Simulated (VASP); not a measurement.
# C19O in VASP: a series of runs, part 2 of 2

VASP 6.6.1. The steps go on from the part before.

**4. Single point, LDA**

INCAR reads:

```
PREC = Accurate
ENCUT = 520
EDIFF = 1E-7
ISMEAR = 0
SIGMA = 0.05
LREAL = Auto
LASPH = T
NELM = 100
ALGO = Normal
ISIF = 2
LWAVE = F
LCHARG = F
NBANDS = 57
```

KPOINTS reads:

```
Automatic mesh
0
Gamma
  2 2 1
```

POSCAR reads:

```
C19O
1.0
    7.3980000000      0.0000000000      0.0000000000
   -3.6990000000      6.4068560000      0.0000000000
    0.0000000000      0.0000000000     12.0000000000
C O
19 1
Direct
    0.0025423924      0.0019969233      0.0739881667
    0.2236485837      0.1125461537      0.0738108333
    0.0028175455      0.3333788055      0.0739770833
    0.2234075692      0.4437199775      0.0739772500
    0.0006292094      0.6665144339      0.0739139167
    0.2255970733      0.7789748981      0.0738120833
    0.3361263599      0.0000853773      0.0736757500
    0.5567703808      0.1103599020      0.0738615000
    0.3339811801      0.3331791756      0.0739558333
    0.5589488831      0.4456685151      0.0739775000
    0.3359539250      0.6687123919      0.0739778333
    0.5569837305      0.7792664608      0.0740180833
    0.6672510343     -0.0002256957      0.0739845833
    0.8922333273      0.1123109369      0.0740057500
    0.6692170173      0.3353407662      0.0739187500
    0.8903401338      0.4458692376      0.0739739167
    0.6694579824      0.6667510554      0.0740400833
    0.8900628876      0.7770419688      0.0740129167
    0.3991467155      0.9109814549      0.3093761667
    0.3013804130      0.9566002420      0.3614081667
```

Potentials or basis: VASP PAW LDA potentials, release 64 (C, O).

The run is started by

```console
$ cat potpaw_LDA.64/C/POTCAR potpaw_LDA.64/O/POTCAR > POTCAR
$ mpirun -np 1 vasp_std > vasp.out
```

OUTCAR:

```text
PREC = Accurate
   ENCUT = 520
   EDIFF = 1E-7
   ISMEAR = 0
   LREAL = Auto
   LASPH = T
   NELM = 100
   ISIF = 2

 ion  position               nearest neighbor table
   1  0.003  0.002  0.074-  14 1.41   2 1.42  18 1.44
   2  0.224  0.113  0.074-   9 1.41   1 1.42   7 1.44
   3  0.003  0.333  0.074-   4 1.41  14 1.42  16 1.44
   4  0.223  0.444  0.074-   3 1.41   9 1.42  11 1.44
   5  0.001  0.667  0.074-  16 1.41  18 1.42   6 1.44
   6  0.226  0.779  0.074-  11 1.41   7 1.42   5 1.44
[... 10 lines left out ...]
  17  0.669  0.667  0.074-  18 1.41  10 1.42  12 1.44
  18  0.890  0.777  0.074-  17 1.41   5 1.42   1 1.44
  19  0.399  0.911  0.309-  20 1.13
  20  0.301  0.957  0.361-  19 1.13

  LATTYP: Found a hexagonal cell.
 ALAT       =     7.3980000000
 C/A-ratio  =     1.6220600162

  Lattice vectors:

 A1 = (   7.3980000000,   0.0000000000,   0.0000000000)
 A2 = (  -3.6990000000,   6.4068560000,   0.0000000000)
 A3 = (   0.0000000000,   0.0000000000,  12.0000000000)

Analysis of symmetry for initial positions (statically):
=====================================================================
 Subroutine PRICEL returns:
 Original cell was already a primitive cell.

 Routine SETGRP: Setting up the symmetry group for a
 hexagonal supercell.

 Subroutine GETGRP returns: Found  1 space group operations
 (whereof  1 operations were pure point group operations)
 out of a pool of 24 trial point group operations.

The static configuration has the point symmetry C_1 .

Analysis of symmetry for dynamics (positions and initial velocities):
=====================================================================
 Subroutine PRICEL returns:
 Original cell was already a primitive cell.

[... 143 lines left out ...]
  volume/ion in A,a.u.               =      28.44       191.91
  Fermi-wavevector in a.u.,A,eV,Ry     =   0.858419  1.622176 10.025902  0.736883
  Thomas-Fermi vector in A             =   1.975621
   LORBIT       =      0    0 simple, 1 ext, 2 COOP (PROOUT), +10 PAW based schemes
   GGA     = CA    functional components
   LHFCALC =     F    Hartree Fock is set to
   AEXX    =    0.0000 exact exchange contribution
   IVDW    =     0    specifies the selected vdW correction
   LEPSILON=     F    determine dielectric tensor
   LRPA    =     F    only Hartree local field effects (RPA)
 non-spin polarized calculation
 Gauss-broadening in eV      SIGMA  =   0.05
  energy-cutoff  :      520.00
  volume of cell :      568.78
 maximum number of plane-waves:     15363
 NGX is ok and might be reduce to    56
   NGX = 27   NGY = 27   NGZ = 45

 number of electron      81.9999996 magnetization

 Free energy of the ion-electron system (eV)
  ---------------------------------------------------
  ext. energy  EPLUGINS =         0.00000000
  ---------------------------------------------------
  free energy    TOTEN  =      -196.75616203 eV

  energy without entropy =     -196.75602537  energy(sigma->0) =     -196.75609370

 E-fermi :  -1.7605     XC(G=0):  -4.2642

 val. band max:       -1.8751047052   @ k =   0.0000   0.0000   0.0000
 cond. band min:      -1.6455303217   @ k =   0.0000   0.0000   0.0000
 fundamental gap:      0.2295743835
 Fermi energy:        -1.7605471634

 k-point     1 :       0.0000    0.0000    0.0000
  band No.  band energies     occupation
      1     -26.4842      2.00000
      2     -21.0507      2.00000
      3     -18.5707      2.00000
      4     -18.5660      2.00000
      5     -18.4487      2.00000
      6     -18.4392      2.00000
[... 213 lines left out ...]
     52       3.7498      0.00000
     53       4.1431      0.00000
 [bands above 53 left out]

------------------------ aborting loop because EDIFF is reached ----------------------------------------

  FORCE on cell =-STRESS in cart. coord.  units (eV):
  Direction    XX          YY          ZZ          XY          YZ          ZX
  --------------------------------------------------------------------------------------
  -------------------------------------------------------------------------------------
  Total       -8.1803932     -8.9019532      0.2223144     -0.2692938      0.1977824     -0.5830973
  in kB      -23.0432762    -25.0758321      0.6262353     -0.7585712      0.5571316     -1.6425216
  external PRESSURE =     -15.8309577 kB  Pullay stress =       0.0000000 kB

 VOLUME and BASIS-vectors are now :
 -----------------------------------------------------------------------------
  energy-cutoff  :      520.00
  volume of cell :      568.78
      direct lattice vectors                 reciprocal lattice vectors
     7.398000000  0.000000000  0.000000000     0.135171668  0.078041398  0.000000000
    -3.699000000  6.406856000  0.000000000     0.000000000  0.156082796  0.000000000
     0.000000000  0.000000000 12.000000000     0.000000000  0.000000000  0.083333333

 POSITION                                       TOTAL-FORCE (eV/Angst)
 -----------------------------------------------------------------------------------
      0.01142      0.01279      0.88786        -0.006138      0.002712      0.002427
      1.23824      0.72107      0.88573        -0.000258     -0.005662      0.004758
     -1.21232      2.13591      0.88772        -0.008730     -0.006564      0.001131
      0.01145      2.84285      0.88773         0.010563      0.015875      0.002399
     -2.46078      4.27026      0.88697         0.004531      0.000846      0.001988
     -1.21246      4.99078      0.88574        -0.008081     -0.009429     -0.003400
[... 12 lines left out ...]
     -0.41683      5.83653      3.71251         0.925632     -0.302472     -0.652984
     -1.30885      6.12880      4.33690        -0.926917      0.302940      0.650937
 -----------------------------------------------------------------------------------
    total drift:                               -0.009045      0.015551     -0.053218

  FREE ENERGIE OF THE ION-ELECTRON SYSTEM (eV)
  ---------------------------------------------------
  free  energy   TOTEN  =      -196.7561620311 eV

  energy  without entropy=     -196.7560253680  energy(sigma->0) =     -196.75609370
```

It took 4.8 min on 1 thread of Oxide Virtual Turin-like, shared host; peak memory 0.43 GiB.

What came out:

```
Free energy            : -196.7562 eV
Largest force          : 1.172 eV/Å
Band gap on the k mesh : 0.23 eV, direct
```

Forces in eV/Å, atoms in the order of the input:
```
C   -0.006  0.003  0.002
C    0.000 -0.006  0.005
C   -0.009 -0.007  0.001
C    0.011  0.016  0.002
C    0.005  0.001  0.002
C   -0.008 -0.009 -0.003
C    0.000 -0.002 -0.012
C    0.006  0.005  0.001
C   -0.008  0.015  0.003
C   -0.010  0.015  0.003
C    0.018 -0.008 -0.004
C    0.002 -0.022 -0.005
C    0.017  0.008 -0.001
C   -0.010 -0.009  0.000
C    0.013 -0.002  0.002
C   -0.002 -0.004  0.002
C   -0.017  0.006  0.001
C    0.000 -0.001  0.003
C    0.926 -0.302 -0.653
O   -0.927  0.303  0.651
```

Levels at points of the mesh, in eV from the valence-band top:
| k point | band 38 | band 39 | band 40 | band 41 | band 42 | band 43 | band 44 | band 45 |
| --- | --- | --- | --- | --- | --- | --- | --- | --- |
| (0.00, 0.00, 0.00) | -2.91 | -2.91 | 0.00 | 0.00 | 0.23 | 0.23 | 2.57 | 2.63 |
| (0.50, 0.00, 0.00) | -2.52 | -2.52 | -2.51 | -2.24 | 1.72 | 2.42 | 2.46 | 2.58 |
| (0.00, 0.50, 0.00) | -2.52 | -2.52 | -2.51 | -2.24 | 1.72 | 2.42 | 2.46 | 2.60 |
| (0.50, 0.50, 0.00) | -2.53 | -2.52 | -2.51 | -2.24 | 1.74 | 2.43 | 2.46 | 2.59 |

Caveat: the k points lie up to 0.49 Å⁻¹ apart.

**5. Single point, LDA**

INCAR reads:

```
SYSTEM = C19O
PREC = Accurate
ENCUT = 520
EDIFF = 1E-6
ISMEAR = 0
SIGMA = 0.05
LREAL = Auto
LASPH = .TRUE.
NELM = 80
ALGO = Normal
ISIF = 2
LWAVE = .FALSE.
LCHARG = .FALSE.
NBANDS = 57
```

KPOINTS reads:

```
Automatic mesh
0
G
  2 2 1
  0 0 0
```

POSCAR reads:

```
C19O
1.0
    7.3980000000      0.0000000000      0.0000000000
   -3.6990000000      6.4068560000      0.0000000000
    0.0000000000      0.0000000000     12.0000000000
C O
19 1
Direct
    0.0039087297      0.0016209198      0.0728071667
    0.2251993398      0.1122767548      0.0723877500
    0.0043562059      0.3331154938      0.0728500000
    0.2248327383      0.4434029733      0.0732830833
    0.0021146806      0.6660987854      0.0729817500
    0.2270890009      0.7786697563      0.0726259167
    0.3378016258     -0.0000263780      0.0714033333
    0.5583565472      0.1101761925      0.0706293333
    0.3354614895      0.3328075424      0.0728686667
    0.5604028542      0.4452669141      0.0728155000
    0.3373919786      0.6684414321      0.0732779167
    0.5587053809      0.7791963796      0.0727321667
    0.6688653903     -0.0004062835      0.0713459167
    0.8936544427      0.1118849870      0.0724090000
    0.6706241843      0.3349436916      0.0719926667
    0.8919028331      0.4455753337      0.0727779167
    0.6709857515      0.6665027277      0.0730837500
    0.8914548676      0.7766845392      0.0729180000
    0.4430637928      0.9524790318      0.3000093333
    0.3239783859      0.9228156525      0.3666755000
```

The run is started by

```console
$ cat potpaw_LDA.64/C/POTCAR potpaw_LDA.64/O/POTCAR > POTCAR
$ mpirun -np 1 vasp_std > vasp.out
```

Run time: 6 min. Hardware: 1 thread of Oxide Virtual Turin-like, shared host; peak memory 0.43 GiB.

Results (log left out):

| Item | Value |
| --- | --- |
| Free energy | -196.7252 eV |
| Largest force | 1.188 eV/Å |
| Band gap on the k mesh | 0.22 eV, direct |

Forces in eV/Å, atoms in the order of the input:
```
C   -0.006 -0.001 -0.014
C    0.003  0.004 -0.009
C   -0.005  0.006 -0.006
C    0.001  0.010  0.002
C    0.002 -0.001 -0.007
C   -0.002  0.006 -0.004
C    0.000  0.008 -0.001
C   -0.003  0.003 -0.002
C    0.001  0.013 -0.006
C    0.001  0.008 -0.011
C    0.012  0.008 -0.004
C    0.001  0.002 -0.015
C    0.003  0.000 -0.014
C   -0.003 -0.003 -0.017
C   -0.001  0.005 -0.014
C    0.008  0.009 -0.013
C   -0.002  0.008 -0.006
C    0.004  0.007 -0.001
C    0.828  0.077 -0.676
O   -0.843 -0.169  0.820
```

Levels at points of the mesh, in eV from the valence-band top:
```
           k point  band 37  band 38  band 39  band 40  band 41  band 42  band 43  band 44  band 45  band 46
(0.00, 0.00, 0.00)    -3.72    -2.92    -2.92    -0.02     0.00     0.22     0.22     2.54     2.62     3.61
(0.50, 0.00, 0.00)    -2.58    -2.55    -2.52    -2.48    -2.24     1.70     2.37     2.47     2.58     2.64
(0.00, 0.50, 0.00)    -2.58    -2.53    -2.52    -2.50    -2.23     1.69     2.37     2.50     2.58     2.63
(0.50, 0.50, 0.00)    -2.58    -2.55    -2.52    -2.48    -2.24     1.73     2.37     2.42     2.58     2.61
```

Caveat: the k points lie up to 0.49 Å⁻¹ apart.
